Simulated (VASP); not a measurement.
# TiAl3 (Pm-3m) in VASP: a series of runs, part 3 of 3

VASP 6.6.1. Earlier steps stand in the parts before.

**4. Relaxation of cell and atoms, PBE, target pressure 25 GPa, at which the enthalpy is minimised**

This run uses another cell than the first one, of 13.25 Å³/atom.

The input, INCAR:

```
SYSTEM = TiAl3
  PREC = Accurate
  ENCUT = 600
  EDIFF = 1E-6
  ISMEAR = 0
  SIGMA = 0.1
  LREAL = .False.
  LASPH = .True.
  NELM = 100
  ALGO = Normal
  ISIF = 3
  LWAVE = .False.
  LCHARG = .False.
  GGA = PE
  IBRION = 2
  NSW = 70
  EDIFFG = -0.008
  PSTRESS = 250.0
```

The input, KPOINTS:

```
regular mesh
0
Gamma
  12 12 12
  0 0 0
```

The input, POSCAR:

```
TiAl3
1.0
    3.7561947729      0.0000000000      0.0000000000
    0.0000000000      3.7561947729      0.0000000000
    0.0000000000      0.0000000000      3.7561947729
Ti Al
1 3
Direct
    0.0000000000      0.0000000000      0.0000000000
    0.5000000000      0.5000000000      0.0000000000
    0.5000000000      0.0000000000      0.5000000000
    0.0000000000      0.5000000000      0.5000000000
```

Potentials or basis: VASP PAW PBE potentials, release 64 (Ti_sv, Al).

Run with:

```sh
$ cat potpaw_PBE.64/Ti_sv/POTCAR potpaw_PBE.64/Al/POTCAR > POTCAR
$ mpirun -np 1 vasp_std > vasp.out
```

OUTCAR:

```text
SYSTEM = TiAl3
   PREC = Accurate
   ENCUT = 600
   EDIFF = 1E-6
   ISMEAR = 0
   LREAL = .False.
   LASPH = .True.
   NELM = 100
   ISIF = 3
   GGA = PE
   IBRION = 2
   NSW = 70
   EDIFFG = -0.008
   PSTRESS = 250.0

 ion  position               nearest neighbor table
   1  0.000  0.000  0.000-   2 2.66   3 2.66   4 2.66   3 2.66   4 2.66   2 2.66   4 2.66   4 2.66
                             2 2.66   3 2.66   3 2.66   2 2.66
   2  0.500  0.500  0.000-   1 2.66   3 2.66   4 2.66   3 2.66   4 2.66   1 2.66   3 2.66   3 2.66
                             1 2.66   4 2.66   4 2.66   1 2.66
   3  0.500  0.000  0.500-   1 2.66   2 2.66   4 2.66   1 2.66   2 2.66   2 2.66   4 2.66   2 2.66
                             1 2.66   4 2.66   1 2.66   4 2.66
   4  0.000  0.500  0.500-   1 2.66   2 2.66   3 2.66   1 2.66   2 2.66   1 2.66   3 2.66   1 2.66
                             2 2.66   3 2.66   2 2.66   3 2.66

  LATTYP: Found a simple cubic cell.
 ALAT       =     3.7561947729

  Lattice vectors:

 A1 = (   3.7561947729,   0.0000000000,   0.0000000000)
 A2 = (   0.0000000000,   3.7561947729,   0.0000000000)
 A3 = (   0.0000000000,   0.0000000000,   3.7561947729)

Analysis of symmetry for initial positions (statically):
=====================================================================
 Subroutine PRICEL returns:
 Original cell was already a primitive cell.

 Routine SETGRP: Setting up the symmetry group for a
 simple cubic supercell.

 Subroutine GETGRP returns: Found 48 space group operations
 (whereof 48 operations were pure point group operations)
 out of a pool of 48 trial point group operations.

The static configuration has the point symmetry O_h .

Analysis of symmetry for dynamics (positions and initial velocities):
=====================================================================
 Subroutine PRICEL returns:
 Original cell was already a primitive cell.

 Routine SETGRP: Setting up the symmetry group for a
 simple cubic supercell.

 Subroutine GETGRP returns: Found 48 space group operations
 (whereof 48 operations were pure point group operations)
 out of a pool of 48 trial point group operations.

The dynamic configuration has the point symmetry O_h .

 Subroutine INISYM returns: Found 48 space group operations
 (whereof 48 operations are pure point group operations),
 and found     1 'primitive' translations

----------------------------------------------------------------------------------------

                                     Primitive cell

  volume of cell :      52.9961

  direct lattice vectors                    reciprocal lattice vectors
     3.756194773  0.000000000  0.000000000     0.266226876  0.000000000  0.000000000
     0.000000000  3.756194773  0.000000000     0.000000000  0.266226876  0.000000000
     0.000000000  0.000000000  3.756194773     0.000000000  0.000000000  0.266226876

  length of vectors
     3.756194773  3.756194773  3.756194773     0.266226876  0.266226876  0.266226876

  position of ions in fractional coordinates (direct lattice)
     0.000000000  0.000000000  0.000000000
     0.500000000  0.500000000  0.000000000
     0.500000000  0.000000000  0.500000000
     0.000000000  0.500000000  0.500000000

  ion indices of the primitive-cell ions
   primitive index   ion index
                 1           1
                 2           2
                 3           3
[... 60 lines left out ...]
   ions per type =               1   3
   NGX,Y,Z   is equivalent  to a cutoff of  13.28, 13.28, 13.28 a.u.
   NGXF,Y,Z  is equivalent  to a cutoff of  26.56, 26.56, 26.56 a.u.
 SYSTEM =  TiAl3
   PREC   = accura    normal or accurate (medium, high low for compatibility)
   ISTART =      0    job   : 0-new  1-cont  2-samecut
   ICHARG =      2    charge: 1-file 2-atom 10-const
   ISPIN  =      1    spin polarized calculation?
   LNONCOLLINEAR =      F non collinear calculations
   LSORBIT =      F    spin-orbit coupling
   LASPH  =      T    aspherical Exc in radial PAW
   ENCUT  =  600.0 eV  44.10 Ry    6.64 a.u.   7.50  7.50  7.50*2*pi/ulx,y,z
   NELM   =    100;   NELMIN=  2; NELMDL= -5     # of ELM steps
   EDIFF  = 0.1E-05   stopping-criterion for ELM
   LREAL  =      F    real-space projection
   EDIFFG = -.8E-02   stopping-criterion for IOM
   NSW    =     70    number of steps for IOM
   IBRION =      2    ionic relax: 0-MD 1-quasi-New 2-CG
   NFREE  =      1    steps in history (QN), initial steepest desc. (CG)
   ISIF   =      3    stress and relaxation
   ISYM   =      2    0-nonsym 1-usesym 2-fastsym
   POTIM  = 0.5000    time-step for ionic-motion
   TEBEG  =    0.0;   TEEND  =   0.0 temperature during run
   PSTRESS=  250.0 pullay stress
   NELECT =      21.0000    total number of electrons
   NUPDOWN=      -1.0000    fix difference up-down
   EMIN   =  10.00;   EMAX   =-10.00  energy-range for DOS
   EFERMI =   0.00;   METHOD = LEGACY
   ISMEAR =     0;   SIGMA  =   0.10  broadening in eV -4-tet -1-fermi 0-gaus
   EFERMI_NEDOS =   21; number of points for ismear=-14 and -15
   IALGO  =     38    algorithm
   IMIX   =      4    mixing-type and parameters
     AMIX     =   0.40;   BMIX     =  1.00
     AMIX_MAG =   1.60;   BMIX_MAG =  1.00
  volume/ion in A,a.u.               =      13.25        89.41
  Fermi-wavevector in a.u.,A,eV,Ry     =   1.202449  2.272298 19.672425  1.445882
  Thomas-Fermi vector in A             =   2.338230
   LORBIT       =      0    0 simple, 1 ext, 2 COOP (PROOUT), +10 PAW based schemes
   GGA     = PE    functional components
   LHFCALC =     F    Hartree Fock is set to
   AEXX    =    0.0000 exact exchange contribution
   IVDW    =     0    specifies the selected vdW correction
   LEPSILON=     F    determine dielectric tensor
   LRPA    =     F    only Hartree local field effects (RPA)
 conjugate gradient relaxation of ions
 non-spin polarized calculation
 Gauss-broadening in eV      SIGMA  =   0.10
  energy-cutoff  :      600.00
  volume of cell :       53.00
 maximum number of plane-waves:      1800
   NGX = 15   NGY = 15   NGZ = 15

--------------------------------------- Ionic step        1  -------------------------------------------

 number of electron      20.9999996 magnetization

 Free energy of the ion-electron system (eV)
  ---------------------------------------------------
  ext. energy  EPLUGINS =         0.00000000
  ---------------------------------------------------
  free energy    TOTEN  =       -19.84474144 eV

  energy without entropy =      -19.83360161  energy(sigma->0) =      -19.83917152

------------------------ aborting loop because EDIFF is reached ----------------------------------------

  FORCE on cell =-STRESS in cart. coord.  units (eV):
  Direction    XX          YY          ZZ          XY          YZ          ZX
  --------------------------------------------------------------------------------------
  -------------------------------------------------------------------------------------
  Total        8.6175194      8.6175194      8.6175194      0.0000000     -0.0000000      0.0000000
  in kB      260.5244809    260.5244809    260.5244809      0.0000000     -0.0000000      0.0000000
  external PRESSURE =      10.5244809 kB  Pullay stress =     250.0000000 kB
[... 67 lines left out ...]
--------------------------------------- Ionic step        3  -------------------------------------------

 number of electron      20.9999998 magnetization

 Free energy of the ion-electron system (eV)
  ---------------------------------------------------
  ext. energy  EPLUGINS =         0.00000000
  ---------------------------------------------------
  free energy    TOTEN  =       -19.88874871 eV

  energy without entropy =      -19.87755897  energy(sigma->0) =      -19.88315384

 E-fermi :  10.8596     XC(G=0): -11.4491

 val. band max:       10.8582534452   @ k =   0.3333   0.3333   0.0000
 cond. band min:      10.8621537933   @ k =   0.5000   0.0833   0.0000
 fundamental gap:      0.0039003481
 Fermi energy:        10.8595881196

 k-point     1 :       0.0000    0.0000    0.0000
  band No.  band energies     occupation
      1     -45.7528      2.00000
      2     -22.1053      2.00000
      3     -22.1053      2.00000
      4     -22.1053      2.00000
      5      -0.8944      2.00000
      6       7.3894      2.00000
      7       7.3894      2.00000
      8       8.5665      2.00000
      9       8.5665      2.00000
     10       8.5665      2.00000
     11      10.9644      0.13830
     12      10.9644      0.13829
     13      10.9644      0.13829
     14      11.4411      0.00000
[... 377 lines left out ...]
      1     -45.7496      2.00000
      2     -22.1396      2.00000
      3     -22.1316      2.00000
      4     -22.1006      2.00000
      5       1.8827      2.00000
      6       3.8398      2.00000
      7       5.1553      2.00000
      8       6.8863      2.00000
      9       8.9576      2.00000
     10       9.6283      2.00000
     11      11.2034      0.00000
     12      11.8808      0.00000
     13      12.1327      0.00000
     14      12.8206      0.00000

 [... further k-points ...]
[... 5 lines left out ...]
  --------------------------------------------------------------------------------------
  -------------------------------------------------------------------------------------
  Total        8.3123133      8.3123133      8.3123133      0.0000000     -0.0000000     -0.0000000
  in kB      249.9944574    249.9944574    249.9944574      0.0000000     -0.0000000     -0.0000000
  external PRESSURE =      -0.0055426 kB  Pullay stress =     250.0000000 kB
[... 23 lines left out ...]
  energy  without entropy=      -19.8775589691  energy(sigma->0) =      -19.88315384

  enthalpy is  TOTEN    =       -11.5762511016 eV   P V=        8.3124976066

 reached required accuracy - stopping structural energy minimisation
```

OSZICAR:

```text
N       E                     dE             d eps       ncg     rms          rms(c)
DAV:   1     0.138947330958E+03    0.13895E+03   -0.10465E+04  2352   0.159E+03
DAV:   2    -0.100013454598E+02   -0.14895E+03   -0.14713E+03  2370   0.379E+02
DAV:   3    -0.213000566194E+02   -0.11299E+02   -0.10993E+02  3950   0.879E+01
[... 25 lines left out ...]
DAV:   4    -0.198885218850E+02    0.49017E-04   -0.21323E-03  3130   0.427E-01    0.397E-02
DAV:   5    -0.198886681725E+02   -0.14629E-03   -0.25209E-04  3370   0.114E-01    0.387E-02
DAV:   6    -0.198887457274E+02   -0.77555E-04   -0.22171E-04  3472   0.940E-02    0.636E-03
DAV:   7    -0.198887486322E+02   -0.29048E-05   -0.17358E-05  2520   0.304E-02    0.276E-03
DAV:   8    -0.198887487082E+02   -0.75991E-07   -0.55311E-07  1500   0.648E-03
   3 F= -.11576251E+02 E0= -.11570656E+02  d E =-.904684E-03
```

CONTCAR:

```text
TiAl3
   1.00000000000000
     3.7627096076263227   -0.0000000000000000    0.0000000000000000
     0.0000000000000000    3.7627096076263227    0.0000000000000000
     0.0000000000000000   -0.0000000000000000    3.7627096076263227
  Ti              Al
     1     3
Direct
     0.0000000000000000    0.0000000000000000    0.0000000000000000
     0.5000000000000000    0.5000000000000000    0.0000000000000000
     0.5000000000000000    0.0000000000000000    0.5000000000000000
     0.0000000000000000    0.5000000000000000    0.5000000000000000

  0.00000000E+00  0.00000000E+00  0.00000000E+00
  0.00000000E+00  0.00000000E+00  0.00000000E+00
  0.00000000E+00  0.00000000E+00  0.00000000E+00
  0.00000000E+00  0.00000000E+00  0.00000000E+00
```

Run time: 64 s. Hardware: 1 thread of Intel Xeon 6975P-C (Granite Rapids), shared host; peak memory 0.22 GiB.

What came out:

```
Free energy                                                : -19.8887 eV
Relaxed volume                                             : 13.32 Å³/atom
Relaxed cell                                               : a = 3.763 Å, b = 3.763 Å, c = 3.763 Å, α = 90.00°, β = 90.00°, γ = 90.00°
Space group after relaxing (to 0.1 Å)                      : Pm-3m (No. 221)
Energy change on relaxing (the run minimises the enthalpy) : -11.0 meV/atom
Ionic steps                                                : 3
Pressure after relaxing                                    : 25.0 GPa
Band gap on the k mesh                                     : zero (an odd number of electrons rules out a gap without spin polarisation)
```

The path:
| step | energy change (eV) | largest force (eV/Å) | pressure (GPa) | volume (Å³) |
| --- | --- | --- | --- | --- |
| 1 | 0.0000 | 0.0000 | 26.05 | 53.00 |
| 2 | -0.1037 | 0.0000 | 23.59 | 53.67 |
| 3 | -0.0440 | 0.0000 | 25.00 | 53.27 |

Final structure:
```yaml
crystal:
  lattice:
    - [3.76271, 0.00000, 0.00000]
    - [0.00000, 3.76271, 0.00000]
    - [0.00000, 0.00000, 3.76271]
  atoms:
    - { symbol: Ti, position: [0.00000, 0.00000, 0.00000] }
    - { symbol: Al, position: [0.50000, 0.50000, 0.00000] }
    - { symbol: Al, position: [0.50000, 0.00000, 0.50000] }
    - { symbol: Al, position: [0.00000, 0.50000, 0.50000] }
```

Caveat: the cell is relaxed towards a set pressure, so the run minimises the enthalpy, not the energy.

**5. Single point, PBE**

This run uses another cell than the first one: it holds 12 atoms, not 4.

The input, INCAR:

```
SYSTEM = TiAl3
PREC = Accurate ; ENCUT = 520
EDIFF = 1E-6 ; ISMEAR = 0
SIGMA = 0.1 ; LREAL = .FALSE.
LASPH = .TRUE. ; NELM = 80
ALGO = Fast ; ISIF = 2
LWAVE = .FALSE. ; LCHARG = .FALSE.
GGA = PE ; NBANDS = 44
```

The input, KPOINTS:

```
regular mesh
0
G
  6 6 6
  0 0 0
```

The input, POSCAR:

```
TiAl3
1.0
    5.6281834865      0.0000000000      0.0000000000
   -2.8140917432      4.8741498765      0.0000000000
    0.0000000000      0.0000000000      6.8930888603
Ti Al
3 9
Direct
    0.0000000000      0.0000000000      0.0000000000
    0.6666666667      0.3333333333      0.3333333333
    0.3333333333      0.6666666667      0.6666666667
    1.0000000000      0.5000000000      0.0000000000
    0.6666666667      0.8333333333      0.3333333333
    0.3333333333      0.1666666667      0.6666666667
    0.5000000000      1.0000000000      1.0000000000
    0.1666666667      0.3333333333      0.3333333333
    0.8333333333      0.6666666667      0.6666666667
    0.5000000000      0.5000000000      1.0000000000
    0.8333333333      0.1666666667      0.6666666667
    0.1666666667      0.8333333333      0.3333333333
```

Run with:

```sh
$ cat potpaw_PBE.64/Ti_sv/POTCAR potpaw_PBE.64/Al/POTCAR > POTCAR
$ mpirun -np 1 vasp_std > vasp.out
```

Wall time 10 min (1 thread of Intel Xeon 6975P-C (Granite Rapids), shared host); peak memory 0.43 GiB.

The run converged, but its numbers aren't listed here, since they failed a check.

Caveat: the result breaks the symmetry of the cell.

**6. The runs side by side**

```tsv
cell	gap on the mesh (eV)	pressure (GPa)
relaxed to 90 GPa from a = 3.537 Å, 4 atoms	none	89.9
relaxed to 50 GPa from a = 3.664 Å, 4 atoms	none	50.0
relaxed to 25 GPa from a = 3.756 Å, 4 atoms	none	25.0
```

Alike in all rows: task relaxation of cell and atoms; level PBE; potentials or basis VASP PAW PBE potentials, release 64 (Ti_sv, Al); no spin polarisation; k mesh 12 × 12 × 12; cutoff (eV) 600; smearing gaussian 0.1 eV.

Caveats: the cell is relaxed towards a set pressure, so the run minimises the enthalpy, not the energy.

Absolute energies hang on the potentials; compare differences alone.

The gap in the log of VASP goes by the Fermi energy; the results here count the filled bands.